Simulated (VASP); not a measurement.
# ZnS (P6_3mc) in VASP: a series of runs, part 2 of 2

VASP 6.6.1. Earlier steps stand in the parts before.

## (4) Relaxation of cell and atoms, PBEsol, target pressure 10 GPa, at which the enthalpy is minimised

INCAR reads:

```
PREC = Accurate
ENCUT = 600
EDIFF = 1E-6
ISMEAR = 0
SIGMA = 0.01
LREAL = F
LASPH = T
NELM = 100
ALGO = Normal
ISIF = 3
LWAVE = F
LCHARG = F
GGA = PS
IBRION = 2
NSW = 100
EDIFFG = -0.002
PSTRESS = 100.0
```

KPOINTS reads:

```
Automatic mesh
0
Gamma
  6 6 4
```

POSCAR reads:

```
ZnS
1.0
    3.7815781040      0.0000000000      0.0000000000
   -1.8907890520      3.2749427044      0.0000000000
    0.0000000000      0.0000000000      6.2089610126
Zn S
2 2
Direct
    0.3333333333      0.6666666667      0.0054423634
    0.6666666667      0.3333333333      0.5054423634
    0.3333333333      0.6666666667      0.3795576366
    0.6666666667      0.3333333333      0.8795576366
```

Potentials or basis: VASP PAW PBE potentials, release 64 (Zn, S).

The run is started by

```bash
$ cat potpaw_PBE.64/Zn/POTCAR potpaw_PBE.64/S/POTCAR > POTCAR
$ mpirun -np 1 vasp_std > vasp.out
```

OUTCAR:

```text
PREC = Accurate
   ENCUT = 600
   EDIFF = 1E-6
   ISMEAR = 0
   LREAL = F
   LASPH = T
   NELM = 100
   ISIF = 3
   GGA = PS
   IBRION = 2
   NSW = 100
   EDIFFG = -0.002
   PSTRESS = 100.0

 ion  position               nearest neighbor table
   1  0.333  0.667  0.005-   4 2.32   4 2.32   4 2.32   3 2.32
   2  0.667  0.333  0.505-   3 2.32   3 2.32   3 2.32   4 2.32
   3  0.333  0.667  0.380-   2 2.32   2 2.32   2 2.32   1 2.32
   4  0.667  0.333  0.880-   1 2.32   1 2.32   1 2.32   2 2.32

  LATTYP: Found a hexagonal cell.
 ALAT       =     3.7815781040
 C/A-ratio  =     1.6418968065

  Lattice vectors:

 A1 = (   3.7815781040,   0.0000000000,   0.0000000000)
 A2 = (  -1.8907890520,   3.2749427044,   0.0000000000)
 A3 = (   0.0000000000,   0.0000000000,   6.2089610126)

Analysis of symmetry for initial positions (statically):
=====================================================================
 Subroutine PRICEL returns:
 Original cell was already a primitive cell.

 Routine SETGRP: Setting up the symmetry group for a
 hexagonal supercell.

 Subroutine GETGRP returns: Found 12 space group operations
 (whereof  6 operations were pure point group operations)
 out of a pool of 24 trial point group operations.

The static configuration has the point symmetry C_3v.
 The point group associated with its full space group is C_6v.

[... 154 lines left out ...]
 number of electron      35.9999993 magnetization

 Free energy of the ion-electron system (eV)
  ---------------------------------------------------
  ext. energy  EPLUGINS =         0.00000000
  ---------------------------------------------------
  free energy    TOTEN  =       -15.16389461 eV

  energy without entropy =      -15.16389461  energy(sigma->0) =      -15.16389461

 E-fermi :   2.3475     XC(G=0):  -9.9641

 val. band max:        2.2806434192   @ k =   0.0000   0.0000   0.0000
 cond. band min:       4.4408030665   @ k =   0.0000   0.0000   0.0000
 fundamental gap:      2.1601596473
 Fermi energy:         2.3474648818

 k-point     1 :       0.0000    0.0000    0.0000
  band No.  band energies     occupation
      1     -11.0879      2.00000
      2     -10.0915      2.00000
      3      -4.2103      2.00000
      4      -4.1935      2.00000
      5      -4.1935      2.00000
      6      -4.1078      2.00000
[... 629 lines left out ...]
  energy  without entropy=      -14.9567365601  energy(sigma->0) =      -14.95673656

  enthalpy is  TOTEN    =       -10.6048278785 eV   P V=        4.3519086816

[... ionic steps 4 to 28 ...]

--------------------------------------- Ionic step       29  -------------------------------------------

 number of electron      36.0000015 magnetization

------------------------ aborting loop because EDIFF is reached ----------------------------------------
[... 75 lines left out ...]
--------------------------------------- Ionic step       31  -------------------------------------------

 number of electron      36.0000015 magnetization

 Free energy of the ion-electron system (eV)
  ---------------------------------------------------
  ext. energy  EPLUGINS =         0.00000000
  ---------------------------------------------------
  free energy    TOTEN  =       -14.95202362 eV

  energy without entropy =      -14.95202362  energy(sigma->0) =      -14.95202362

 E-fermi :   3.4087     XC(G=0): -10.4412

 val. band max:        3.3036287437   @ k =   0.0000   0.0000   0.0000
 cond. band min:       5.9048049501   @ k =   0.0000   0.0000   0.0000
 fundamental gap:      2.6011762064
 Fermi energy:         3.4086811474

 k-point     1 :       0.0000    0.0000    0.0000
  band No.  band energies     occupation
      1     -10.8533      2.00000
      2      -9.6621      2.00000
      3      -3.6966      2.00000
      4      -3.6615      2.00000
      5      -3.6615      2.00000
      6      -3.5573      2.00000
[... 549 lines left out ...]
  energy  without entropy=      -14.9520236230  energy(sigma->0) =      -14.95202362

  enthalpy is  TOTEN    =       -10.6052475605 eV   P V=        4.3467760625

 reached required accuracy - stopping structural energy minimisation
```

OSZICAR:

```text
N       E                     dE             d eps       ncg     rms          rms(c)
DAV:   1     0.249359873314E+03    0.24936E+03   -0.19051E+04   924   0.219E+03
DAV:   2     0.941896435610E+01   -0.23994E+03   -0.23454E+03   942   0.408E+02
DAV:   3    -0.153594825924E+02   -0.24778E+02   -0.24636E+02  1110   0.127E+02
DAV:   4    -0.159719954945E+02   -0.61251E+00   -0.61178E+00  1080   0.207E+01
[... 175 lines left out ...]
DAV:   1    -0.149520567461E+02   -0.44600E-04   -0.69273E-07   462   0.139E-02    0.173E-03
DAV:   2    -0.149520567533E+02   -0.71368E-08   -0.31063E-07   462   0.136E-02
  30 F= -.10605247E+02 E0= -.10605247E+02  d E =-.324007E-06
       N       E                     dE             d eps       ncg     rms          rms(c)
DAV:   1    -0.149520236322E+02    0.33114E-04   -0.25690E-07   462   0.985E-03    0.123E-03
DAV:   2    -0.149520236230E+02    0.91841E-08   -0.10533E-07   462   0.904E-03
  31 F= -.10605248E+02 E0= -.10605248E+02  d E =-.391873E-06
```

It took 6.6 min on 1 thread of Intel Xeon Platinum 8259CL at 2.50GHz (Skylake/Cascade Lake), shared host; peak memory 0.22 GiB.

Results:

```yaml
Free_energy: -14.9520 eV
Relaxed_volume: 17.41 Å³/atom
Relaxed_cell: a = 3.653 Å, b = 3.653 Å, c = 6.025 Å, α = 90.00°, β = 90.00°, γ = 120.00°
Space_group_after_relaxing_to_0.1_Å: P6_3mc (No. 186)
Energy_change_on_relaxing_the_run_minimises_the_enthalpy: +53.0 meV/atom
Ionic_steps: 31
Pressure_after_relaxing: 10.0 GPa
Band_gap_on_the_k_mesh: 2.60 eV
```

The path:
| step | energy change (eV) | largest force (eV/Å) | pressure (GPa) | volume (Å³) |
| --- | --- | --- | --- | --- |
| 1 | 0.0000 | 0.0025 | 0.19 | 76.89 |
| 2 | 0.6933 | 0.0501 | 20.67 | 64.52 |
| 3 | 0.2072 | 0.0263 | 9.90 | 69.73 |
| 4 | 0.2158 | 0.0270 | 10.10 | 69.59 |
| 5 | 0.2095 | 0.0181 | 9.95 | 69.68 |
| 6 | 0.2045 | 0.0109 | 9.81 | 69.76 |
| 7 | 0.2068 | 0.0065 | 9.92 | 69.73 |
| 8 | 0.2078 | 0.0047 | 9.91 | 69.71 |
| 9 | 0.2098 | 0.0007 | 9.99 | 69.68 |
| 10 | 0.2104 | 0.0005 | 9.92 | 69.67 |
| 11 | 0.2115 | 0.0022 | 10.01 | 69.65 |
| 12 | 0.2111 | 0.0014 | 9.95 | 69.66 |
| 13 | 0.2112 | 0.0031 | 9.99 | 69.65 |
| 14 | 0.2116 | 0.0023 | 10.00 | 69.65 |
| 15 | 0.2115 | 0.0005 | 9.95 | 69.65 |
| 16 | 0.2117 | 0.0029 | 10.00 | 69.65 |
| 17 | 0.2116 | 0.0002 | 9.95 | 69.65 |
| 18 | 0.2116 | 0.0025 | 9.99 | 69.65 |
| 19 | 0.2116 | 0.0010 | 9.97 | 69.65 |
| 20 | 0.2116 | 0.0019 | 9.98 | 69.65 |
| 21 | 0.2116 | 0.0008 | 9.99 | 69.65 |
| 22 | 0.2117 | 0.0003 | 9.98 | 69.65 |
| 23 | 0.2117 | 0.0015 | 9.98 | 69.65 |
| 24 | 0.2117 | 0.0042 | 9.98 | 69.65 |
| 25 | 0.2117 | 0.0029 | 9.97 | 69.65 |
| 26 | 0.2117 | 0.0017 | 9.97 | 69.65 |
| 27 | 0.2117 | 0.0014 | 9.97 | 69.65 |
| 28 | 0.2117 | 0.0011 | 9.97 | 69.65 |
| 29 | 0.2119 | 0.0026 | 10.01 | 69.64 |
| 30 | 0.2118 | 0.0015 | 9.98 | 69.64 |
| 31 | 0.2119 | 0.0019 | 9.99 | 69.64 |

Final structure:
```
Zn S
1.0
     3.65339    0.00000    0.00000
    -1.82670    3.16393    0.00000
     0.00000    0.00000    6.02496
Zn S
2 2
Cartesian
  0.0000 2.1093 0.0377
  1.8267 1.0546 3.0502
  0.0000 2.1093 2.2819
  1.8267 1.0546 5.2944
```

Caveat: the cell is relaxed towards a set pressure, so the run minimises the enthalpy, not the energy; the PAW data sets were made with another functional, which shifts forces and pressure a little.

## (5) Relaxation of cell and atoms, PBEsol, target pressure 15 GPa, at which the enthalpy is minimised

INCAR reads:

```
SYSTEM = ZnS
PREC     = Accurate       ! precision mode
ENCUT    = 600            ! plane-wave cutoff, eV
EDIFF    = 1E-7           ! SCF threshold, eV
ISMEAR   = 0              ! smearing method
SIGMA    = 0.01           ! smearing width, eV
LREAL    = .False.        ! projectors in reciprocal space
LASPH    = .True.         ! aspherical terms in the spheres
NELM     = 60             ! most SCF steps
ALGO     = Normal         ! electronic algorithm
ISIF     = 3              ! what is computed and relaxed
LWAVE    = .False.        ! write WAVECAR
LCHARG   = .False.        ! write CHGCAR
GGA      = PS             ! functional
IBRION   = 2              ! ionic algorithm
NSW      = 100            ! ionic steps
EDIFFG   = -0.002         ! ionic threshold
PSTRESS  = 150.0
```

KPOINTS reads:

```
regular mesh
0
Gamma
  6 6 4
  0 0 0
```

POSCAR is that of step 4.

The run is started by

```bash
$ cat potpaw_PBE.64/Zn/POTCAR potpaw_PBE.64/S/POTCAR > POTCAR
$ mpirun -np 1 vasp_std > vasp.out
```

It took 6 min on 1 thread of Intel Xeon Platinum 8259CL at 2.50GHz (Skylake/Cascade Lake), shared host; peak memory 0.23 GiB.

It converged, with:

```yaml
Free_energy: -14.7478 eV
Relaxed_volume: 16.75 Å³/atom
Relaxed_cell: a = 3.603 Å, b = 3.603 Å, c = 5.959 Å, α = 90.00°, β = 90.00°, γ = 120.00°
Space_group_after_relaxing_to_0.1_Å: P6_3mc (No. 186)
Energy_change_on_relaxing_the_run_minimises_the_enthalpy: +104.0 meV/atom
Ionic_steps: 15
Pressure_after_relaxing: 15.0 GPa
Band_gap_on_the_k_mesh: 2.77 eV
```

The path:
| step | energy change (eV) | largest force (eV/Å) | pressure (GPa) | volume (Å³) |
| --- | --- | --- | --- | --- |
| 1 | 0.0000 | 0.0024 | 0.20 | 76.89 |
| 2 | 1.7375 | 0.0916 | 38.86 | 58.78 |
| 3 | 0.3955 | 0.0394 | 14.57 | 67.24 |
| 4 | 0.4125 | 0.0403 | 14.94 | 67.05 |
| 5 | 0.4302 | 0.0412 | 15.34 | 66.87 |
| 6 | 0.4008 | 0.0259 | 14.67 | 67.18 |
| 7 | 0.4076 | 0.0296 | 14.83 | 67.10 |
| 8 | 0.4104 | 0.0200 | 14.89 | 67.07 |
| 9 | 0.4156 | 0.0024 | 14.99 | 67.01 |
| 10 | 0.4168 | 0.0016 | 14.99 | 67.00 |
| 11 | 0.4171 | 0.0023 | 15.03 | 67.00 |
| 12 | 0.4143 | 0.0013 | 14.97 | 67.02 |
| 13 | 0.4165 | 0.0016 | 15.03 | 67.00 |
| 14 | 0.4158 | 0.0006 | 14.98 | 67.01 |
| 15 | 0.4161 | 0.0011 | 15.00 | 67.00 |

Final structure:
```yaml
crystal:
  lattice:
    - [3.60318, 0.00000, 0.00000]
    - [-1.80159, 3.12045, 0.00000]
    - [0.00000, 0.00000, 5.95942]
  atoms:
    - { symbol: Zn, position: [0.33333, 0.66667, 0.00673] }
    - { symbol: Zn, position: [0.66667, 0.33333, 0.50673] }
    - { symbol: S, position: [0.33333, 0.66667, 0.37827] }
    - { symbol: S, position: [0.66667, 0.33333, 0.87827] }
```

Levels at points of the mesh, in eV from the valence-band top:
```csv
k point,band 15,band 16,band 17,band 18,band 19,band 20,band 21,band 22
"(0.00, 0.00, 0.00)",-1.16,-0.17,0.00,0.00,2.77,3.31,6.08,6.08
"(0.50, 0.00, 0.00)",-4.18,-2.89,-2.30,-1.15,3.34,4.47,4.76,6.62
"(0.00, 0.00, 0.50)",-0.61,-0.61,-0.61,-0.61,3.88,3.88,6.58,6.58
"(0.50, 0.00, 0.50)",-2.15,-2.15,-2.09,-2.09,3.32,3.32,4.94,4.94
```

Caveat: the cell is relaxed towards a set pressure, so the run minimises the enthalpy, not the energy; the PAW data sets were made with another functional, which shifts forces and pressure a little.

## (6) The runs side by side

| cell | gap on the mesh (eV) | pressure (GPa) |
| --- | --- | --- |
| relaxed to 4 GPa | 2.35 | 4.0 |
| relaxed to 7 GPa | 2.48 | 7.0 |
| relaxed to 10 GPa | 2.60 | 10.0 |
| relaxed to 15 GPa | 2.77 | 15.0 |

Alike in all rows: task relaxation of cell and atoms; level PBEsol; potentials or basis VASP PAW PBE potentials, release 64 (Zn, S); no spin polarisation; k mesh 6 × 6 × 4; cutoff (eV) 600; smearing gaussian 0.01 eV.

Caveats: the cell is relaxed towards a set pressure, so the run minimises the enthalpy, not the energy; the PAW data sets were made with another functional, which shifts forces and pressure a little.

Absolute energies hang on the potentials; compare differences alone.
